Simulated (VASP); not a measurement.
Input of a VASP 6.6.1 run:

File POSCAR:

```
H
1.0
    1.6485318600     -2.7316882300      0.0000000000
    1.6485318600      2.7316882300      0.0000000000
    0.0000000000      0.0000000000      6.3137686200
H
4
Direct
    0.5678085000      0.4321915000      0.9995149500
    0.4321915000      0.5678085000      0.0004850500
    0.4321915000      0.5678085000      0.4995149500
    0.5678085000      0.4321915000      0.5004850500
```

File INCAR.step1:

```
SYSTEM = H
PREC     = Accurate       ! precision mode
ENCUT    = 600            ! plane-wave cutoff, eV
ISMEAR   = 0              ! smearing method
SIGMA    = 0.02           ! smearing width, eV
LREAL    = .FALSE.        ! projectors in reciprocal space
LASPH    = .TRUE.         ! aspherical terms in the spheres
NELM     = 100            ! most SCF steps
GGA      = PE             ! functional
ALGO     = Normal         ! electronic algorithm
EDIFF    = 1E-4           ! SCF threshold, eV
LWAVE    = .TRUE.         ! write WAVECAR
LCHARG   = .FALSE.        ! write CHGCAR
```

INCAR.step2

```
SYSTEM = H
PREC     = Accurate       ! precision mode
ENCUT    = 600            ! plane-wave cutoff, eV
EDIFF    = 1E-6           ! SCF threshold, eV
ISMEAR   = 0              ! smearing method
SIGMA    = 0.02           ! smearing width, eV
LREAL    = .FALSE.        ! projectors in reciprocal space
LASPH    = .TRUE.         ! aspherical terms in the spheres
NELM     = 100            ! most SCF steps
ALGO     = Normal         ! electronic algorithm
ISIF     = 3              ! what is computed and relaxed
LWAVE    = .FALSE.        ! write WAVECAR
LCHARG   = .FALSE.        ! write CHGCAR
METAGGA  = R2SCAN         ! meta-GGA
LMIXTAU  = .TRUE.       
IBRION   = 2              ! ionic algorithm
NSW      = 100            ! ionic steps
EDIFFG   = -0.01          ! ionic threshold
ISTART   = 1
```

File KPOINTS:

```
regular mesh
0
G
  8 8 4
  0 0 0
```

Potentials or basis: VASP PAW PBE potentials, release 64 (H).

Launch:

```bash
$ cat potpaw_PBE.64/H/POTCAR > POTCAR
$ cp INCAR.step1 INCAR
$ mpirun -np 1 vasp_std > vasp.out
$ cp INCAR.step2 INCAR
$ mpirun -np 1 vasp_std > vasp.out
```

Predict the band gap on the k mesh.

9.27 eV.

What does it give for the relaxed cell?

a = 3.258 Å, b = 3.258 Å, c = 6.474 Å, α = 90.00°, β = 90.00°, γ = 117.59°.

Estimate the space group after relaxing (to 0.1 Å).

Cmmm (No. 65).

Predict the relaxed volume.

15.22 Å³/atom.

Final structure:
```
H
1.0
     1.68783   -2.78643    0.00000
     1.68783    2.78643    0.00000
     0.00000    0.00000    6.47412
H
4
Direct
  0.56652 0.43349 0.99945
  0.43349 0.56652 0.00055
  0.43349 0.56652 0.49945
  0.56652 0.43349 0.50055
```

Caveat: the PAW data sets were made with another functional, which shifts forces and pressure a little. A k mesh can miss the band edges.
